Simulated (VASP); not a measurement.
# MgO: single point with PBEsol-based screened hybrid with 25 % exact exchange

MgO:

```
CELL_PARAMETERS angstrom
0.00000 2.08733 2.08733
2.08733 0.00000 2.08733
2.08733 2.08733 0.00000
ATOMIC_POSITIONS crystal
Mg 0.00000 0.00000 0.00000
O 0.50000 0.50000 0.50000
```

```yaml
Program: VASP 6.6.1
Task: single point
Functional: PBEsol-based screened hybrid with 25 % exact exchange
Potentials_or_basis: VASP PAW PBE potentials, release 64 (Mg, O)
Cutoff: 520 eV
k_mesh: 6 × 6 × 6
Occupations: gaussian, width 0.1 eV
Spin: no spin polarisation
Dipole_correction: no
Grid_for_exact_exchange_PRECFOCK: Normal
Share_of_exact_exchange: 0.25
Further_INCAR_settings: ALGO = Normal; EDIFF = 1e-06; NBANDS = 11
Screening_parameter: 0.207 1/Å
```

```yaml
Pressure: -0.1 GPa
Band_gap_on_the_k_mesh: 6.66 eV
```

Levels at points of the mesh, in eV from the valence-band top:
```
           k point  band 2  band 3  band 4  band 5  band 6  band 7
(0.00, 0.00, 0.00)    0.00    0.00    0.00    6.66   17.80   17.80
(0.50, 0.00, 0.00)   -5.10   -0.75   -0.75    9.75   15.11   18.51
(0.50, 0.50, 0.00)   -4.55   -1.52   -1.52   10.76   12.08   15.58
```

Wall time 4.7 min on 1 thread of Intel(R) Xeon(R) Platinum 8488C (Sapphire Rapids), on a shared host, peak memory 0.25 GiB.

Caveat: the k points lie up to 0.43 Å⁻¹ apart; the PAW data sets were made with another functional, which shifts forces and pressure a little.
